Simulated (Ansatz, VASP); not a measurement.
**One calculation of SiO, two programs**

File POSCAR:

```
SiO
1.0
    2.8069700000      0.0000000000      0.0000000000
    0.0000000000      2.8069700000      0.0000000000
    0.0000000000      0.0000000000      2.8069700000
Si O
1 1
Direct
    0.0000000000      0.0000000000      0.0000000000
    0.5000000000      0.5000000000      0.5000000000
```

INCAR.step1

```
  PREC = Accurate
  ENCUT = 600
  EDIFF = 1E-5
  ISMEAR = -1
  SIGMA = 0.05
  LREAL = F
  LASPH = T
  NELM = 100
  ALGO = Normal
  LWAVE = T
  LCHARG = F
  GGA = PE
  NBANDS = 12
```

Contents of INCAR.step2:

```
  PREC = Accurate
  ENCUT = 600
  EDIFF = 1E-6
  ISMEAR = -1
  SIGMA = 0.05
  LREAL = F
  LASPH = T
  NELM = 100
  ALGO = Normal
  ISIF = 3
  LWAVE = F
  LCHARG = F
  GGA = PE
  LHFCALC = T
  HFSCREEN = 0.2079
  PRECFOCK = Normal
  IBRION = 2
  NSW = 60
  EDIFFG = -0.01
  ISTART = 1
```

Contents of KPOINTS:

```
Automatic mesh
0
Gamma
  5 5 5
```

Contents of input.yaml:

```yaml
crystal:
  lattice:
    - [2.80697, 0.0, 0.0]
    - [0.0, 2.80697, 0.0]
    - [0.0, 0.0, 2.80697]
  atoms:
    - { symbol: Si, position: [0.0, 0.0, 0.0] }
    - { symbol: O, position: [0.5, 0.5, 0.5] }
hamiltonian:
  xc: hse06
  pseudopotentials: { kind: paw }
kpoints:
  mp_grid: { grid: [5, 5, 5] }
scf:
  occupations: { method: fermi_dirac, width: 0.05 }
output:
  forces: true
  stress: true
  eigenvalues: true
relax:
  f_tol: 0.01
  max_steps: 40
  cell: { stress_tol: 0.05 }
```

Alike in both runs: task relaxation of cell and atoms; functional HSE06; k mesh 5 × 5 × 5; occupations fermi-dirac, width 0.05 eV; no spin polarisation.

|  | VASP | Ansatz |
| --- | --- | --- |
| version | VASP 6.6.1 | Ansatz 0.2.0 |
| potentials or method | VASP PAW PBE potentials, release 64 (Si, O) | Ansatz PAW |
| plane-wave cutoff (eV) | 600 | 420 |
| valence electrons in the cell | 10 | 10 |

```csv
,VASP,Ansatz,Ansatz less VASP
"gap on the k mesh at the Fermi level, each at its own relaxed structure (eV)",0.93,0.94,+0.015
relaxed volume (Å³/atom),10.91,10.93,+0.017
relaxed length of the cell vector where the two differ most in proportion (Å),2.795,2.796,+0.0015
```

The k mesh is coarse, so the values compare programs but aren't converged. Noted on Ansatz's run: odd divisions of the mesh miss points on the zone boundary, where band edges often lie, so the gap on the mesh can be too wide; the plane-wave basis is chosen anew once the cell has moved, so the energies of steps on either side of that aren't comparable.
